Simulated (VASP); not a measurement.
Wanted: the native input for a VASP 6.6.1 run.

```yaml
Task: single point
Functional: PBE
Potentials_or_basis: VASP PAW PBE potentials, release 64 (Si)
Cutoff: 520 eV
k_mesh: 12 × 12 × 6
Occupations: gaussian, width 0.05 eV
Spin: no spin polarisation
Dipole_correction: no
Further_INCAR_settings: ALGO = Normal; EDIFF = 1e-07; NBANDS = 16
```

The structure of Si lies in POSCAR:

```
Si
1.0
    3.8182503661      0.0000000000      0.0000000000
   -1.9091251831      3.3067018151      0.0000000000
    0.0000000000      0.0000000000      6.4746071459
Si
4
Direct
    0.3333333333      0.6666666667      0.0535050491
    0.6666666667      0.3333333333      0.5535050491
    0.3333333333      0.6666666667      0.4464949509
    0.6666666667      0.3333333333      0.9464949509
```

This isn't the form of Si at room conditions, which is diamond.

This cell differs from its parent crystal: atoms shifted along a free coordinate, c/a of the conventional cell at fixed volume 1.6957.

One way to write it, as run:

INCAR

```
SYSTEM = Si
PREC     = Accurate       ! precision mode
ENCUT    = 520            ! plane-wave cutoff, eV
EDIFF    = 1E-7           ! SCF threshold, eV
ISMEAR   = 0              ! smearing method
SIGMA    = 0.05           ! smearing width, eV
LREAL    = .FALSE.        ! projectors in reciprocal space
LASPH    = .TRUE.         ! aspherical terms in the spheres
NELM     = 80             ! most SCF steps
ALGO     = Normal         ! electronic algorithm
ISIF     = 2              ! what is computed and relaxed
LWAVE    = .FALSE.        ! write WAVECAR
LCHARG   = .TRUE.         ! write CHGCAR
GGA      = PE             ! functional
LELF     = .TRUE.         ! ELF
LVHAR    = .TRUE.       
NBANDS   = 16             ! bands
```

KPOINTS

```
Automatic mesh
0
G
  12 12 6
  0 0 0
```

Potentials or basis: VASP PAW PBE potentials, release 64 (Si).

Launch:

```sh
$ cat potpaw_PBE.64/Si/POTCAR > POTCAR
$ mpirun -np 1 vasp_std > vasp.out
```

Results of the run:

```json
{"Pressure": "1.1 GPa", "Largest force": "1.421 eV/Å", "Band gap on the k mesh": "0.10 eV (least direct gap 0.80 eV)"}
```

Caveat: the stress differs along the axes, from -6 to 5 GPa; semilocal functionals underestimate gaps, and a narrow one can read as zero; forces of over 1 eV/Å act on the atoms, so gaps and moduli don't describe the material at rest.

It took 120 s on 1 thread of Intel Xeon 8259CL, on a shared host, peak memory 0.22 GiB.
